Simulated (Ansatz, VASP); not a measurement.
## One calculation of HfC, two programs

Contents of INCAR:

```
SYSTEM = HfC
ALGO     = Normal         ! electronic algorithm
EDIFF    = 1E-6           ! SCF threshold, eV
EDIFFG   = -0.005         ! ionic threshold
ENCUT    = 600            ! plane-wave cutoff, eV
GGA      = CA             ! functional
IBRION   = 2              ! ionic algorithm
ISIF     = 3              ! what is computed and relaxed
ISMEAR   = 0              ! smearing method
LASPH    = .True.         ! aspherical terms in the spheres
LCHARG   = .False.        ! write CHGCAR
LREAL    = .False.        ! projectors in reciprocal space
LWAVE    = .False.        ! write WAVECAR
NELM     = 100            ! most SCF steps
NSW      = 100            ! ionic steps
PREC     = Accurate       ! precision mode
SIGMA    = 0.1            ! smearing width, eV
```

KPOINTS

```
k-points
0
Gamma
  16 16 16
  0 0 0
```

File POSCAR:

```
HfC
1.0
    0.0000000000      2.2867260130      2.2867260130
    2.2867260130      0.0000000000      2.2867260130
    2.2867260130      2.2867260130      0.0000000000
Hf C
1 1
Direct
    0.5000000000      0.5000000000      0.5000000000
    0.0000000000      0.0000000000      0.0000000000
```

Input for Ansatz:

```yaml
crystal:
  lattice:
    - [0.0, 2.286726013, 2.286726013]
    - [2.286726013, 0.0, 2.286726013]
    - [2.286726013, 2.286726013, 0.0]
  atoms:
    - { symbol: Hf, position: [0.5, 0.5, 0.5] }
    - { symbol: C, position: [0.0, 0.0, 0.0] }
basis:
  ecutwfc: 420
kpoints:
  mp_grid: { grid: [16, 16, 16] }
hamiltonian:
  xc: lda
scf:
  occupations: { method: gaussian, width: 0.1 }
output:
  forces: true
  stress: true
  eigenvalues: true
  write_density: true
  write_potential: true
  elf: true
  volumetric_format: npy
relax:
  adjacent_minimum: "off"
  f_tol: 0.005
  max_steps: 80
  cell: { stress_tol: 0.05 }
```

Alike in both runs: task relaxation of cell and atoms; functional LDA; k mesh 16 × 16 × 16; occupations gaussian, width 0.1 eV; no spin polarisation.

|  | VASP | Ansatz |
| --- | --- | --- |
| version | VASP 6.6.1 | Ansatz 0.2.0 |
| potentials or method | VASP PAW LDA potentials, release 64 (Hf_pv, C), cutoff 600 eV | scalar-relativistic, plane waves, PAW |
| valence electrons in the cell | 14 | 30 |

Ansatz gave:

| Item | Value |
| --- | --- |
| gap on the k mesh at the Fermi level, each at its own relaxed structure (eV) | none |
| relaxed volume (Å³/atom) | 11.95 |
| relaxed cell length with the largest relative difference (Å) | 3.233 |

Q: Estimate VASP's values.

A: gap on the k mesh at the Fermi level, each at its own relaxed structure (eV): none; relaxed volume (Å³/atom): 11.98; relaxed cell length with the largest relative difference (Å): 3.236.

LDA's correlation is that of Perdew and Zunger in VASP and of Perdew and Wang (1992) in Ansatz. A gap of «none» marks a metal or a gap that the smearing closes. VASP's potentials hold 14 valence electrons a cell and Ansatz's 30, so a difference there can come from the potentials and not from the codes.

Spin-orbit coupling is off throughout.
